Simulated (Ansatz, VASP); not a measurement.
**Ge: VASP beside Ansatz**

```xyz
1
Lattice="1.3971 -2.6005 0.0000 1.3971 2.6005 0.0000 0.0000 0.0000 2.6982" Properties=species:S:1:pos:R:3 pbc="T T T"
Ge    1.3971    0.0000    0.0000
```

Alike in both runs: functional PBEsol; k mesh 8 × 8 × 7; occupations fermi-dirac, width 0.05 eV; non-collinear spin, spin-orbit coupling.

|  | VASP | Ansatz |
| --- | --- | --- |
| version | VASP 6.6.1 | Ansatz 0.2.0 |
| potentials or method | VASP PAW PBE potentials, release 64 (Ge_d) | Ansatz PAW |
| plane-wave cutoff (eV) | 520 | 420 |
| valence electrons in the cell | 14 | 14 |
| task | single point | band structure |

```tsv
	VASP	Ansatz	Ansatz less VASP
pressure (GPa)	-4.5	-4.1	+0.32
traceless stress, the component that is largest in VASP (GPa)	-2.55	-2.55	0.000
```

VASP's potentials were made for PBE, not for PBEsol.
